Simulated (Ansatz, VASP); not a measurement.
# Two plane-wave programs on Cu

File INCAR:

```
SYSTEM = Cu
PREC = Accurate ; ENCUT = 600
EDIFF = 1E-6 ; ISMEAR = 1
SIGMA = 0.3 ; LREAL = .FALSE.
LASPH = .TRUE. ; NELM = 120
ALGO = Normal ; ISIF = 2
LWAVE = .FALSE. ; LCHARG = .FALSE.
GGA = PS ; NBANDS = 18
GGA_COMPAT = .FALSE.
```

File KPOINTS:

```
Automatic mesh
0
G
  12 12 7
  0 0 0
```

The input POSCAR:

```
Cu
1.0
    2.5340970000      0.0000000000      0.0000000000
   -1.2670485000      2.1945923777      0.0000000000
    0.0000000000      0.0000000000      4.1125710000
Cu
2
Direct
    0.3333333333      0.6666666667      0.2500000000
    0.6666666667      0.3333333333      0.7500000000
```

Input for Ansatz:

```yaml
crystal:
  lattice:
    a: 2.534097
    b: 2.534097
    c: 4.112571
    alpha: 90.0
    beta: 90.0
    gamma: 120.0
  space_group: 194
  atoms:
    - { symbol: Cu, position: [0.3333333333333333, 0.6666666666666666, 0.25] }
kpoints:
  mp_grid:
    grid: [12, 12, 7]
hamiltonian:
  xc: pbesol
  pseudopotentials:
    kind: paw
scf:
  occupations:
    method: cold
    width: 0.3
output:
  stress: true
```

Alike in both runs: task single point; functional PBEsol; k mesh 12 × 12 × 7; no spin polarisation.

|  | VASP | Ansatz |
| --- | --- | --- |
| version | VASP 6.6.1 | Ansatz 0.2.0 |
| potentials or method | VASP PAW PBE potentials, release 64 (Cu) | plane waves, PAW |
| plane-wave cutoff (eV) | 600 | 420 |
| occupations | methfessel-paxton of order 1, width 0.3 eV | cold, width 0.3 eV |
| valence electrons in the cell | 22 | 38 |

```tsv
	VASP	Ansatz	Ansatz less VASP
pressure (GPa)	-0.6	-1.4	-0.77
traceless stress, the component that is largest in VASP (GPa)	0.30	0.55	+0.250
```

VASP's potentials were made for PBE, not for PBEsol. VASP's potentials hold 22 valence electrons a cell and Ansatz's 38, so a difference there can come from the potentials and not from the codes.
